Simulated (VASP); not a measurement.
Here is a VASP 6.6.1 calculation.

INCAR

```
PREC     = Accurate       # precision mode
ENCUT    = 500            # plane-wave cutoff, eV
EDIFF    = 1E-6           # SCF threshold, eV
ISMEAR   = 1              # smearing method
SIGMA    = 0.0253         # smearing width, eV
LREAL    = F              # projectors in reciprocal space
LASPH    = T              # aspherical terms in the spheres
NELM     = 120            # most SCF steps
ALGO     = Normal         # electronic algorithm
ISIF     = 2              # what is computed and relaxed
LWAVE    = F              # write WAVECAR
LCHARG   = T              # write CHGCAR
LELF     = T              # ELF
LVHAR    = T            
NBANDS   = 103            # bands
GGA_COMPAT= F
```

File KPOINTS:

```
regular mesh
0
Gamma
  5 5 5
```

Contents of POSCAR:

```
Zn4CdRh2
1.0
    0.0000000000      4.8102750000      4.8102750000
    4.8102750000      0.0000000000      4.8102750000
    4.8102750000      4.8102750000      0.0000000000
Cd Rh Zn
2 4 8
Direct
    0.0000000000      0.0000000000      0.0000000000
    0.2500000000      0.2500000000      0.2500000000
    0.6250000000      0.6250000000      0.6250000000
    0.1250000000      0.6250000000      0.6250000000
    0.6250000000      0.6250000000      0.1250000000
    0.6250000000      0.1250000000      0.6250000000
    0.3912000000      0.3912000000      0.3912000000
    0.4236000000      0.8588000000      0.8588000000
    0.3912000000      0.3912000000      0.8264000000
    0.8588000000      0.4236000000      0.8588000000
    0.8264000000      0.3912000000      0.3912000000
    0.8588000000      0.8588000000      0.8588000000
    0.3912000000      0.8264000000      0.3912000000
    0.8588000000      0.8588000000      0.4236000000
```

Potentials or basis: VASP PAW LDA potentials, release 64 (Cd, Rh_pv, Zn).

The run is started by

```console
$ cat potpaw_LDA.64/Cd/POTCAR potpaw_LDA.64/Rh_pv/POTCAR potpaw_LDA.64/Zn/POTCAR > POTCAR
$ mpirun -np 1 vasp_std > vasp.out
```

Problem. Estimate the largest force.

Solution. 1.525 eV/Å.

Problem. Predict the pressure.

Solution. 30.6 GPa.

Forces on the atoms (eV/Å):
```
Cd   0.000  0.000  0.000
Cd   0.000  0.000  0.000
Rh   0.000  0.000  0.000
Rh   0.000  0.000  0.000
Rh   0.000  0.000  0.000
Rh   0.000  0.000  0.000
Zn  -0.880 -0.880 -0.880
Zn   0.880 -0.880 -0.880
Zn   0.880  0.880 -0.880
Zn  -0.880  0.880 -0.880
Zn  -0.880  0.880  0.880
Zn   0.880  0.880  0.880
Zn   0.880 -0.880  0.880
Zn  -0.880 -0.880  0.880
```

Caveat: the cell stands under pressure; forces of over 1 eV/Å act on the atoms, so gaps and moduli don't describe the material at rest.
